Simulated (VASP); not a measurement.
The system is RbAg4.

```
Rb Ag
1.0
     5.27916    0.00000    0.00000
    -2.63958    4.57189    0.00000
     0.00000    0.00000    5.69008
Rb Ag
1 4
Direct
  0.00000 0.00000 0.50000
  0.51989 0.00000 0.00000
  0.00000 0.51989 0.00000
  0.48011 0.48011 0.00000
  0.00000 0.00000 0.00000
```

The cell was generated, and may not be a known phase.

- Program: VASP 6.6.1
- Task: relaxation of cell and atoms
- Functional: PBE
- Potentials or basis: VASP PAW PBE potentials, release 64 (Rb_sv, Ag_sv_GW)
- Cutoff: 630 eV
- k mesh: 4 × 4 × 3
- Occupations: gaussian, width 0.2 eV
- Spin: no spin polarisation

At the start: pressure 11.0 GPa; volume 27.47 Å³/atom.

Q: How do energy, volume and symmetry change on relaxing?

A: Over 11 steps the energy falls by 188.4 meV/atom and the volume is 33.78 Å³/atom (+23.0 %); space group P-62m (No. 189, to 0.1 Å) before, P6/mmm (No. 191, to 0.1 Å).

Step by step:
```tsv
step	energy change (eV)	largest force (eV/Å)	pressure (GPa)	volume (Å³)
1	0.0000	0.9597	11.00	137.33
2	-0.5531	0.1715	-3.04	178.25
3	-0.7640	0.3543	0.26	161.40
4	-0.8857	0.2837	0.06	165.15
5	-0.9269	0.1701	0.08	170.39
6	-0.9299	0.1940	0.04	169.36
7	-0.9299	0.1972	0.04	169.20
8	-0.9359	0.1377	-0.13	169.69
9	-0.9393	0.0139	-0.46	170.73
10	-0.9396	0.0411	-0.39	170.48
11	-0.9422	0.0070	0.00	168.90
```

Final structure:
```yaml
crystal:
  lattice:
    - [5.54330, 0.00000, 0.00000]
    - [-2.77165, 4.80064, 0.00000]
    - [0.00000, 0.00000, 6.34690]
  atoms:
    - { symbol: Rb, position: [0.00000, 0.00000, 0.50000] }
    - { symbol: Ag, position: [0.49967, 0.00000, 0.00000] }
    - { symbol: Ag, position: [0.00000, 0.49967, 0.00000] }
    - { symbol: Ag, position: [0.50033, 0.50033, 0.00000] }
    - { symbol: Ag, position: [0.00000, 0.00000, 0.00000] }
```

Caveat: the k points lie up to 0.33 Å⁻¹ apart in the final cell, too coarse for converged energies and pressures of a metal; the volume moved by over 15 % at a fixed basis, so the end points are rough.
